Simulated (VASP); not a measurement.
# BaZrO3 (Pm-3m) in VASP: single point with r2SCAN

Aim: the single point of BaZrO3 with r2SCAN.

Program: VASP 6.6.1. These are calculated values, not measurements. Logs are shortened: lines on timing, memory, paths and dates and some standing lists are left out, and cuts for length are marked.

## 1. The cell of the first run

The structure is cubic, space group Pm-3m (No. 221). Conventional cell: a = 4.205 Å, b = 4.205 Å, c = 4.205 Å, α = 90.00°, β = 90.00°, γ = 90.00°. Within 3.9 Å of Ba (site symmetry m-3m) lie 12 O at 2.97 Å and 8 Zr at 3.64 Å. Zr (site symmetry m-3m) has 6 O at 2.10 Å within 2.8 Å. Within 2.8 Å of O (site symmetry 4/mmm) lie 2 Zr at 2.10 Å.

## 2. Single point, r2SCAN, non-collinear spin, zero start, spin-orbit coupling

POSCAR

```
BaZrO3
1.0
    4.2053549142      0.0000000000      0.0000000000
    0.0000000000      4.2053549142      0.0000000000
    0.0000000000      0.0000000000      4.2053549142
Ba Zr O
1 1 3
Direct
    0.0000000000      0.0000000000      0.0000000000
    0.5000000000      0.5000000000      0.5000000000
    0.5000000000      0.5000000000      0.0000000000
    0.5000000000      0.0000000000      0.5000000000
    0.0000000000      0.5000000000      0.5000000000
```

INCAR.step1

```
SYSTEM = BaZrO3
ALGO = Normal ; EDIFF = 1E-5
ENCUT = 910 ; GGA = PE
GGA_COMPAT = .FALSE. ; ISMEAR = 0
LASPH = .TRUE. ; LCHARG = .FALSE.
LMAXMIX = 4 ; LREAL = .FALSE.
LSORBIT = .TRUE. ; LWAVE = .TRUE.
MAGMOM = 0 0 0 0 0 0 0 0 0 0 0 0 0 0 0 ; NBANDS = 55
NELM = 200 ; PREC = Accurate
SIGMA = 0.01
```

INCAR.step2

```
SYSTEM = BaZrO3
ALGO = Normal ; EDIFF = 1E-6
ENCUT = 910 ; GGA_COMPAT = .FALSE.
ISIF = 2 ; ISMEAR = 0
ISTART = 1 ; LASPH = .TRUE.
LCHARG = .FALSE. ; LMAXMIX = 4
LMIXTAU = .TRUE. ; LORBIT = 11
LORBMOM = .TRUE. ; LREAL = .FALSE.
LSORBIT = .TRUE. ; LWAVE = .FALSE.
MAGMOM = 0 0 0 0 0 0 0 0 0 0 0 0 0 0 0 ; METAGGA = R2SCAN
NBANDS = 55 ; NELM = 200
PREC = Accurate ; SIGMA = 0.01
```

KPOINTS

```
k-points
0
G
  6 6 6
  0 0 0
```

Potentials or basis: VASP PAW PBE potentials, release 64 (Ba_sv, Zr_sv, O_h).

Launch:

```console
cat potpaw_PBE.64/Ba_sv/POTCAR potpaw_PBE.64/Zr_sv/POTCAR potpaw_PBE.64/O_h/POTCAR > POTCAR
cp INCAR.step1 INCAR
mpirun -np 1 vasp_ncl > vasp.out
cp INCAR.step2 INCAR
mpirun -np 1 vasp_ncl > vasp.out
```

OUTCAR:

```text
SYSTEM = BaZrO3
   EDIFF = 1E-6
   ENCUT = 910
   ISIF = 2
   ISMEAR = 0
   ISTART = 1
   LASPH = .TRUE.
   LORBIT = 11
   LREAL = .FALSE.
   LSORBIT = .TRUE.
   METAGGA = R2SCAN
   NELM = 200
   PREC = Accurate

 ion  position               nearest neighbor table
   1  0.000  0.000  0.000-   3 2.97   4 2.97   5 2.97   4 2.97   5 2.97   3 2.97   5 2.97   5 2.97
                             3 2.97   4 2.97   4 2.97   3 2.97   2 3.64   2 3.64   2 3.64   2 3.64
   2  0.500  0.500  0.500-   3 2.10   4 2.10   5 2.10   3 2.10   4 2.10   5 2.10   1 3.64   1 3.64
                             1 3.64   1 3.64   1 3.64   1 3.64   1 3.64   1 3.64
   3  0.500  0.500  0.000-   2 2.10   2 2.10   1 2.97   1 2.97   1 2.97   1 2.97
   4  0.500  0.000  0.500-   2 2.10   2 2.10   1 2.97   1 2.97   1 2.97   1 2.97
   5  0.000  0.500  0.500-   2 2.10   2 2.10   1 2.97   1 2.97   1 2.97   1 2.97

  LATTYP: Found a simple cubic cell.
 ALAT       =     4.2053549142

  Lattice vectors:

 A1 = (   4.2053549142,   0.0000000000,   0.0000000000)
 A2 = (   0.0000000000,   4.2053549142,   0.0000000000)
 A3 = (   0.0000000000,   0.0000000000,   4.2053549142)

Analysis of symmetry for initial positions (statically):
=====================================================================
 Subroutine PRICEL returns:
 Original cell was already a primitive cell.

 Routine SETGRP: Setting up the symmetry group for a
 simple cubic supercell.

 Subroutine GETGRP returns: Found 48 space group operations
 (whereof 48 operations were pure point group operations)
 out of a pool of 48 trial point group operations.

The static configuration has the point symmetry O_h .

Analysis of symmetry for dynamics (positions and initial velocities):
=====================================================================
 Subroutine PRICEL returns:
 Original cell was already a primitive cell.

 Routine SETGRP: Setting up the symmetry group for a
 simple cubic supercell.

 Subroutine GETGRP returns: Found 48 space group operations
 (whereof 48 operations were pure point group operations)
 out of a pool of 48 trial point group operations.

The dynamic configuration has the point symmetry O_h .

Analysis of structural, dynamic, and magnetic symmetry:
=====================================================================
 Subroutine PRICEL returns:
 Original cell was already a primitive cell.

 Routine SETGRP: Setting up the symmetry group for a
 simple cubic supercell.

 Subroutine GETGRP returns: Found 48 space group operations
 (whereof 48 operations were pure point group operations)
 out of a pool of 48 trial point group operations.

The overall configuration has the point symmetry O_h .

 Subroutine INISYM returns: Found 48 space group operations
 (whereof 48 operations are pure point group operations),
 and found     1 'primitive' translations

----------------------------------------------------------------------------------------

                                     Primitive cell

  volume of cell :      74.3717

  direct lattice vectors                    reciprocal lattice vectors
     4.205354914  0.000000000  0.000000000     0.237792058  0.000000000  0.000000000
     0.000000000  4.205354914  0.000000000     0.000000000  0.237792058  0.000000000
     0.000000000  0.000000000  4.205354914     0.000000000  0.000000000  0.237792058

  length of vectors
     4.205354914  4.205354914  4.205354914     0.237792058  0.237792058  0.237792058

  position of ions in fractional coordinates (direct lattice)
     0.000000000  0.000000000  0.000000000
     0.500000000  0.500000000  0.500000000
     0.500000000  0.500000000  0.000000000
     0.500000000  0.000000000  0.500000000
     0.000000000  0.500000000  0.500000000

  ion indices of the primitive-cell ions
   primitive index   ion index
                 1           1
                 2           2
                 3           3
                 4           4
                 5           5

----------------------------------------------------------------------------------------

 KPOINTS: k-points

Automatic generation of k-mesh.
 Grid dimensions read from file:
 generate k-points for:    6    6    6

 Generating k-lattice:

  Cartesian coordinates                     Fractional coordinates (reciprocal lattice)
     0.039632010  0.000000000  0.000000000     0.166666667  0.000000000  0.000000000
[... 78 lines left out ...]
   LORBIT       =     11    0 simple, 1 ext, 2 COOP (PROOUT), +10 PAW based schemes
   METAGGA = R2SCAN    functional components
   LHFCALC =     F    Hartree Fock is set to
   AEXX    =    0.0000 exact exchange contribution
   IVDW    =     0    specifies the selected vdW correction
   LEPSILON=     F    determine dielectric tensor
   LRPA    =     F    only Hartree local field effects (RPA)
 Gauss-broadening in eV      SIGMA  =   0.01
  energy-cutoff  :      910.00
  volume of cell :       74.37
 maximum number of plane-waves:      9360
 NGX is ok and might be reduce to    42
   NGX = 21   NGY = 21   NGZ = 21

 number of electron      40.0000010 magnetization       0.0000000     -0.0000000      0.0000000

 number of electron      40.0000010 magnetization       0.0000000      0.0000000      0.0000000

 number of electron      40.0000010 magnetization      -0.0000000      0.0000000     -0.0000000

 Free energy of the ion-electron system (eV)
  ---------------------------------------------------
  ext. energy  EPLUGINS =         0.00000000
  ---------------------------------------------------
  free energy    TOTEN  =       -85.37683688 eV

  energy without entropy =      -85.37683688  energy(sigma->0) =      -85.37683688

 E-fermi :   3.8617     XC(G=0): -11.3402

 val. band max:        3.7233103641   @ k =   0.5000   0.5000   0.5000
 cond. band min:       7.3776980670   @ k =   0.0000   0.0000   0.0000
 fundamental gap:      3.6543877029
 Fermi energy:         3.8617194119

 k-point     1 :       0.0000    0.0000    0.0000
  band No.  band energies     occupation
      1     -44.8530      1.00000
      2     -44.8530      1.00000
      3     -23.4206      1.00000
      4     -23.4206      1.00000
      5     -22.3090      1.00000
      6     -22.3090      1.00000
[... 1089 lines left out ...]
     51      11.2491      0.00000
     52      11.2491      0.00000
 [bands above 52 left out]

------------------------ aborting loop because EDIFF is reached ----------------------------------------

  FORCE on cell =-STRESS in cart. coord.  units (eV):
  Direction    XX          YY          ZZ          XY          YZ          ZX
  --------------------------------------------------------------------------------------
  -------------------------------------------------------------------------------------
  Total        0.3610505      0.3610505      0.3610505      0.0000000     -0.0000000      0.0000000
  in kB        7.7780469      7.7780469      7.7780469      0.0000000     -0.0000000      0.0000000
  external PRESSURE =       7.7780469 kB  Pullay stress =       0.0000000 kB

 VOLUME and BASIS-vectors are now :
 -----------------------------------------------------------------------------
  energy-cutoff  :      910.00
  volume of cell :       74.37
      direct lattice vectors                 reciprocal lattice vectors
     4.205354914  0.000000000  0.000000000     0.237792058  0.000000000  0.000000000
     0.000000000  4.205354914  0.000000000     0.000000000  0.237792058  0.000000000
     0.000000000  0.000000000  4.205354914     0.000000000  0.000000000  0.237792058

 POSITION                                       TOTAL-FORCE (eV/Angst)
 -----------------------------------------------------------------------------------
      0.00000      0.00000      0.00000         0.000000      0.000000      0.000000
      2.10268      2.10268      2.10268         0.000000      0.000000      0.000000
      2.10268      2.10268      0.00000         0.000000      0.000000      0.000000
      2.10268      0.00000      2.10268         0.000000      0.000000      0.000000
      0.00000      2.10268      2.10268         0.000000      0.000000      0.000000
 -----------------------------------------------------------------------------------
    total drift:                                0.000000     -0.000000     -0.000000

  FREE ENERGIE OF THE ION-ELECTRON SYSTEM (eV)
  ---------------------------------------------------
  free  energy   TOTEN  =       -85.3768368814 eV

  energy  without entropy=      -85.3768368814  energy(sigma->0) =      -85.37683688

 orbital moment (x)

 # of ion     p       d       tot
 ----------------------------------------
  1         0.000  -0.000  -0.000
  2        -0.000  -0.000  -0.000
  3         0.000   0.000   0.000
  4         0.000   0.000   0.000
  5         0.000   0.000   0.000
 ----------------------------------------
           -0.000  -0.000  -0.000

 orbital moment (y)

 # of ion     p       d       tot
 ----------------------------------------
  1         0.000   0.000   0.000
  2         0.000  -0.000  -0.000
  3         0.000   0.000   0.000
  4         0.000   0.000   0.000
  5         0.000   0.000   0.000
 ----------------------------------------
            0.000   0.000   0.000

 orbital moment (z)

 # of ion     p       d       tot
 ----------------------------------------
  1         0.000   0.000   0.000
  2         0.000   0.000   0.000
  3         0.000   0.000   0.000
  4         0.000   0.000   0.000
  5         0.000   0.000   0.000
 ----------------------------------------
            0.000   0.000   0.000

 Spin-Orbit-Coupling matrix elements

 Ion:    1  E_soc:     -0.3626236
 l=   1
     0.0000000    -0.0603123    -0.0603123
    -0.0603123     0.0000000    -0.0603123
    -0.0603123    -0.0603123     0.0000000
 l=   2
     0.0000000    -0.0000282     0.0000000    -0.0000282    -0.0000968
    -0.0000282     0.0000000    -0.0000726    -0.0000282    -0.0000242
     0.0000000    -0.0000726     0.0000000    -0.0000726     0.0000000
    -0.0000282    -0.0000282    -0.0000726     0.0000000    -0.0000242
    -0.0000968    -0.0000242     0.0000000    -0.0000242     0.0000000
 l=   3
     0.0000000     0.0000000     0.0000000     0.0000000     0.0000000     0.0000000     0.0000000
     0.0000000     0.0000000     0.0000000     0.0000000     0.0000000     0.0000000     0.0000000
     0.0000000     0.0000000     0.0000000     0.0000000     0.0000000     0.0000000     0.0000000
     0.0000000     0.0000000     0.0000000     0.0000000     0.0000000     0.0000000     0.0000000
[... 69 lines left out ...]
 l=   2
     0.0000000     0.0000000     0.0000000     0.0000000     0.0000000
     0.0000000     0.0000000     0.0000000     0.0000000     0.0000000
     0.0000000     0.0000000     0.0000000     0.0000000     0.0000000
     0.0000000     0.0000000     0.0000000     0.0000000     0.0000000
     0.0000000     0.0000000     0.0000000     0.0000000     0.0000000
 l=   3
     0.0000000     0.0000000     0.0000000     0.0000000     0.0000000     0.0000000     0.0000000
     0.0000000     0.0000000     0.0000000     0.0000000     0.0000000     0.0000000     0.0000000
     0.0000000     0.0000000     0.0000000     0.0000000     0.0000000     0.0000000     0.0000000
     0.0000000     0.0000000     0.0000000     0.0000000     0.0000000     0.0000000     0.0000000
     0.0000000     0.0000000     0.0000000     0.0000000     0.0000000     0.0000000     0.0000000
     0.0000000     0.0000000     0.0000000     0.0000000     0.0000000     0.0000000     0.0000000
     0.0000000     0.0000000     0.0000000     0.0000000     0.0000000     0.0000000     0.0000000

 total charge

# of ion       s       p       d       tot
------------------------------------------
    1        2.011   5.646   0.243   7.900
    2        2.189   6.083   1.347   9.619
    3        1.043   2.343   0.000   3.386
    4        1.043   2.343   0.000   3.386
    5        1.043   2.343   0.000   3.386
--------------------------------------------------
tot          7.330  18.758   1.590  27.677

 magnetization (x)

# of ion       s       p       d       tot
------------------------------------------
    1        0.000  -0.000  -0.000  -0.000
    2        0.000  -0.000  -0.000  -0.000
    3       -0.000  -0.000   0.000  -0.000
    4        0.000   0.000   0.000   0.000
    5       -0.000   0.000   0.000   0.000
--------------------------------------------------
tot          0.000   0.000  -0.000  -0.000

 magnetization (y)

# of ion       s       p       d       tot
------------------------------------------
    1        0.000  -0.000   0.000   0.000
    2        0.000  -0.000   0.000   0.000
    3       -0.000   0.000   0.000  -0.000
    4       -0.000   0.000   0.000   0.000
    5       -0.000  -0.000   0.000  -0.000
--------------------------------------------------
tot          0.000   0.000   0.000   0.000

 magnetization (z)

# of ion       s       p       d       tot
------------------------------------------
    1       -0.000   0.000   0.000   0.000
    2        0.000   0.000  -0.000  -0.000
    3       -0.000   0.000   0.000   0.000
    4       -0.000   0.000   0.000   0.000
    5        0.000  -0.000   0.000  -0.000
--------------------------------------------------
tot         -0.000   0.000   0.000   0.000
```

It took 19 min on 1 thread of Intel Xeon Platinum 8559C (Emerald Rapids), shared host; peak memory 0.85 GiB.

What came out:

| Item | Value |
| --- | --- |
| Free energy | -85.3768 eV |
| Pressure | 0.8 GPa |
| Net moment | 0.00 μB per cell |
| Valence electrons inside the program's atomic spheres | Ba 7.90; Zr 9.62; O 3.39 |

Moments on the atoms (μB; x, y, z):
```
Ba  0.00 0.00 0.00
Zr  0.00 0.00 0.00
O   0.00 0.00 0.00
O   0.00 0.00 0.00
O   0.00 0.00 0.00
```

Caveat: the PAW data sets were made with another functional, which shifts forces and pressure a little.
